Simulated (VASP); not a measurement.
# KCl in VASP: notebook, part 2 of 3

VASP 6.6.1.

### Step 4. Electric field gradients, LDA (zz strain of +3 %)

Input file INCAR:

```
PREC = Accurate ; ENCUT = 520
EDIFF = 1E-8 ; ISMEAR = -1
SIGMA = 0.03 ; LREAL = False
LASPH = True ; NELM = 60
ALGO = Normal ; ISIF = 2
LWAVE = False ; LCHARG = False
GGA = CA ; LEFG = True
NBANDS = 15
```

Input file KPOINTS:

```
Automatic mesh
0
Gamma
  7 7 7
```

Input file POSCAR:

```
KCl
1.0
    0.0000000000      3.1561000000      3.2507830000
    3.1561000000      0.0000000000      3.2507830000
    3.1561000000      3.1561000000      0.0000000000
K Cl
1 1
Direct
    0.0000000000      0.0000000000      0.0000000000
    0.5000000000      0.5000000000      0.5000000000
```

Potentials or basis: VASP PAW LDA potentials, release 64 (K_sv, Cl).

Started as:

```
cat potpaw_LDA.64/K_sv/POTCAR potpaw_LDA.64/Cl/POTCAR > POTCAR
mpirun -np 1 vasp_std > vasp.out
```

OUTCAR:

```text
PREC = Accurate
   ENCUT = 520
   EDIFF = 1E-8
   ISMEAR = -1
   LREAL = False
   LASPH = True
   NELM = 60
   ISIF = 2
   GGA = CA

 ion  position               nearest neighbor table
   1  0.000  0.000  0.000-   2 3.16   2 3.16   2 3.16   2 3.16
   2  0.500  0.500  0.500-   1 3.16   1 3.16   1 3.16   1 3.16

  LATTYP: Found a body centered tetragonal cell.
 ALAT       =     4.4633994242
 C/A-ratio  =     1.4566399692

  Lattice vectors:

 A1 = (  -3.1561000000,   0.0000000000,   3.2507830000)
 A2 = (   3.1561000000,   0.0000000000,   3.2507830000)
 A3 = (   0.0000000000,   3.1561000000,  -3.2507830000)

Analysis of symmetry for initial positions (statically):
=====================================================================
 Subroutine PRICEL returns:
 Original cell was already a primitive cell.

 Routine SETGRP: Setting up the symmetry group for a
 body centered tetragonal supercell.

 Subroutine GETGRP returns: Found 16 space group operations
 (whereof 16 operations were pure point group operations)
 out of a pool of 16 trial point group operations.

The static configuration has the point symmetry D_4h.

Analysis of symmetry for dynamics (positions and initial velocities):
=====================================================================
 Subroutine PRICEL returns:
 Original cell was already a primitive cell.

 Routine SETGRP: Setting up the symmetry group for a
 body centered tetragonal supercell.

 Subroutine GETGRP returns: Found 16 space group operations
 (whereof 16 operations were pure point group operations)
 out of a pool of 16 trial point group operations.

The dynamic configuration has the point symmetry D_4h.

 Subroutine INISYM returns: Found 16 space group operations
 (whereof 16 operations are pure point group operations),
 and found     1 'primitive' translations

----------------------------------------------------------------------------------------

                                     Primitive cell

  volume of cell :      64.7619

  direct lattice vectors                    reciprocal lattice vectors
     0.000000000  3.156100000  3.250783000    -0.158423371  0.158423371  0.153809098
     3.156100000  0.000000000  3.250783000     0.158423371 -0.158423371  0.153809098
     3.156100000  3.156100000  0.000000000     0.158423371  0.158423371 -0.153809098

  length of vectors
     4.530845100  4.530845100  4.463399424     0.271759392  0.271759392  0.271759392

  position of ions in fractional coordinates (direct lattice)
     0.000000000  0.000000000  0.000000000
     0.500000000  0.500000000  0.500000000

  ion indices of the primitive-cell ions
   primitive index   ion index
                 1           1
                 2           2

----------------------------------------------------------------------------------------

 KPOINTS: Automatic mesh

Automatic generation of k-mesh.
[... 78 lines left out ...]
   NUPDOWN=      -1.0000    fix difference up-down
   EMIN   =  10.00;   EMAX   =-10.00  energy-range for DOS
   EFERMI =   0.00;   METHOD = LEGACY
   ISMEAR =    -1;   SIGMA  =   0.03  broadening in eV -4-tet -1-fermi 0-gaus
   EFERMI_NEDOS =   21; number of points for ismear=-14 and -15
   IALGO  =     38    algorithm
   IMIX   =      4    mixing-type and parameters
     AMIX     =   0.40;   BMIX     =  1.00
     AMIX_MAG =   1.60;   BMIX_MAG =  1.00
  volume/ion in A,a.u.               =      32.38       218.52
  Fermi-wavevector in a.u.,A,eV,Ry     =   1.027247  1.941216 14.357370  1.055237
  Thomas-Fermi vector in A             =   2.161182
   LORBIT       =      0    0 simple, 1 ext, 2 COOP (PROOUT), +10 PAW based schemes
   GGA     = CA    functional components
   LHFCALC =     F    Hartree Fock is set to
   AEXX    =    0.0000 exact exchange contribution
   IVDW    =     0    specifies the selected vdW correction
   LEPSILON=     F    determine dielectric tensor
   LRPA    =     F    only Hartree local field effects (RPA)
 non-spin polarized calculation
  energy-cutoff  :      520.00
  volume of cell :       64.76
 maximum number of plane-waves:      1765
 NGX is ok and might be reduce to    36
   NGX = 17   NGY = 17   NGZ = 17

 number of electron      15.9999997 magnetization

 Free energy of the ion-electron system (eV)
  ---------------------------------------------------
  ext. energy  EPLUGINS =         0.00000000
  ---------------------------------------------------
  free energy    TOTEN  =        -7.33458778 eV

  energy without entropy =       -7.33458778  energy(sigma->0) =       -7.33458778

 E-fermi :  -1.6202     XC(G=0):  -7.9500

 val. band max:       -2.2295492488   @ k =   0.0000   0.0000   0.0000
 cond. band min:       2.3879425974   @ k =   0.0000   0.0000   0.0000
 fundamental gap:      4.6174918462
 Fermi energy:        -1.6201972755

 k-point     1 :       0.0000    0.0000    0.0000
  band No.  band energies     occupation
      1     -29.1560      2.00000
      2     -14.2183      2.00000
      3     -12.8538      2.00000
      4     -12.8528      2.00000
      5     -12.8528      2.00000
      6      -2.2429      2.00000
      7      -2.2295      2.00000
      8      -2.2295      2.00000
      9       2.3879      0.00000
     10       5.7107      0.00000
     11       5.8950      0.00000
     12       5.8950      0.00000
     13       6.6743      0.00000
     14       6.8118      0.00000
[... 401 lines left out ...]
      2     -14.2935      2.00000
      3     -12.9121      2.00000
      4     -12.8937      2.00000
      5     -12.7210      2.00000
      6      -3.0262      2.00000
      7      -2.6286      2.00000
      8      -2.5577      2.00000
      9       5.1404      0.00000
     10       5.4919      0.00000
     11       7.1352      0.00000
     12       7.5809      0.00000
     13       8.2088      0.00000
     14       8.7911      0.00000
     15       9.1898      0.00000

 [... further k-points ...]
[... 5 lines left out ...]
  --------------------------------------------------------------------------------------
  -------------------------------------------------------------------------------------
  Total       -0.8740108     -0.8740108     -1.1203202      0.0000000      0.0000000      0.0000000
  in kB      -21.6226003    -21.6226003    -27.7161723      0.0000000      0.0000000      0.0000000
  external PRESSURE =     -23.6537909 kB  Pullay stress =       0.0000000 kB

 VOLUME and BASIS-vectors are now :
 -----------------------------------------------------------------------------
  energy-cutoff  :      520.00
  volume of cell :       64.76
      direct lattice vectors                 reciprocal lattice vectors
     0.000000000  3.156100000  3.250783000    -0.158423371  0.158423371  0.153809098
     3.156100000  0.000000000  3.250783000     0.158423371 -0.158423371  0.153809098
     3.156100000  3.156100000  0.000000000     0.158423371  0.158423371 -0.153809098

 POSITION                                       TOTAL-FORCE (eV/Angst)
 -----------------------------------------------------------------------------------
      0.00000      0.00000      0.00000        -0.000000      0.000000      0.000000
      3.15610      3.15610      3.25078         0.000000     -0.000000     -0.000000
 -----------------------------------------------------------------------------------
    total drift:                                0.000000      0.000000      0.000000

  FREE ENERGIE OF THE ION-ELECTRON SYSTEM (eV)
  ---------------------------------------------------
  free  energy   TOTEN  =        -7.3345877765 eV

  energy  without entropy=       -7.3345877764  energy(sigma->0) =       -7.33458778

 Electric field gradients (V/A^2)
---------------------------------------------------------------------
 ion       V_xx      V_yy      V_zz      V_xy      V_xz      V_yz
---------------------------------------------------------------------
   1      -2.549    -2.549     5.097    -0.001    -0.000    -0.000
   2      -1.222    -1.222     2.445     0.000     0.000     0.000
---------------------------------------------------------------------

 Electric field gradients after diagonalization (V/A^2)
 (convention: |V_zz| > |V_xx| > |V_yy|)
----------------------------------------------------------------------
 ion       V_xx      V_yy      V_zz     asymmetry (V_yy - V_xx)/ V_zz
----------------------------------------------------------------------
   1      -2.549    -2.548     5.097       0.000
   2      -1.222    -1.222     2.445       0.000
----------------------------------------------------------------------

           NMR quadrupolar parameters

 Cq : quadrupolar parameter    Cq=e*Q*V_zz/h
 eta: asymmetry parameters     (V_yy - V_xx)/ V_zz
 Q  : nuclear electric quadrupole moment in mb (millibarn)
----------------------------------------------------------------------
 ion       Cq(MHz)       eta       Q (mb)
----------------------------------------------------------------------
   1       0.012       0.000       1.000
   2       0.006       0.000       1.000
----------------------------------------------------------------------
```

OSZICAR:

```text
N       E                     dE             d eps       ncg     rms          rms(c)
DAV:   1     0.104921937446E+03    0.10492E+03   -0.69880E+03  1200   0.948E+02
DAV:   2    -0.839411813498E+00   -0.10576E+03   -0.96988E+02  1572   0.249E+02
DAV:   3    -0.740931593750E+01   -0.65699E+01   -0.65347E+01  1637   0.530E+01
DAV:   4    -0.764136718262E+01   -0.23205E+00   -0.23198E+00  1878   0.945E+00
DAV:   5    -0.764372111024E+01   -0.23539E-02   -0.23539E-02  1657   0.105E+00    0.325E+00
DAV:   6    -0.736411128059E+01    0.27961E+00   -0.38513E-01  1536   0.321E+00    0.260E+00
DAV:   7    -0.733522240069E+01    0.28889E-01   -0.63365E-02  1613   0.153E+00    0.154E+00
DAV:   8    -0.733447272631E+01    0.74967E-03   -0.11515E-02  1770   0.792E-01    0.237E-01
DAV:   9    -0.733445049217E+01    0.22234E-04   -0.62161E-04  1537   0.145E-01    0.849E-02
DAV:  10    -0.733458573250E+01   -0.13524E-03   -0.90113E-05  1349   0.704E-02    0.142E-02
DAV:  11    -0.733458724118E+01   -0.15087E-05   -0.38197E-06  1801   0.142E-02    0.699E-03
DAV:  12    -0.733458776990E+01   -0.52872E-06   -0.15318E-06  1425   0.852E-03    0.259E-03
DAV:  13    -0.733458777772E+01   -0.78207E-08   -0.22221E-07  1578   0.343E-03    0.104E-03
DAV:  14    -0.733458777646E+01    0.12676E-08   -0.25942E-08  1508   0.101E-03
   1 F= -.73345878E+01 E0= -.73345878E+01  d E =-.404453E-10
```

stdout:

```text
POSCAR found type information on POSCAR K Cl
 POSCAR found :  2 types and       2 ions
 scaLAPACK will be used
 LDA part: xc-table for (Slater(with rela. corr.)+CA(PZ))
 , standard interpolation
 POSCAR, INCAR and KPOINTS ok, starting setup
 FFT: planning ... GRIDC
 FFT: planning ... GRID_SOFT
 FFT: planning ... GRID
 WAVECAR not read
 entering main loop
ion   1

ion   2
```

It took 62 s on 1 thread of Intel Xeon 8259CL, shared host; peak memory 0.19 GiB.

Results:

- Free energy: -7.3346 eV
- Pressure: -2.4 GPa
- Band gap on the k mesh: 4.62 eV
- Largest electric field gradient by atom: K +5.1; Cl +2.4 V/Å²

Levels at points of the mesh, in eV from the valence-band top:
```csv
k point,band 6,band 7,band 8,band 9,band 10,band 11
"(0.00, 0.00, 0.00)",-0.01,0.00,0.00,4.62,7.94,8.12
```

Electric field gradients, principal values (V/Å²):
```
atom   least  middle  greatest (by size)
 1 K  -2.548  -2.549               5.097
2 Cl  -1.222  -1.222               2.445
```

Caveat: the cell differs from its parent crystal (zz strain of +3 %); without QUAD_EFG the Cq values of the log hold for a quadrupole moment of 1 mb, not for the nuclei; an odd mesh through Γ misses points on the zone boundary, where band edges can lie.

[end of part 2 of 3]
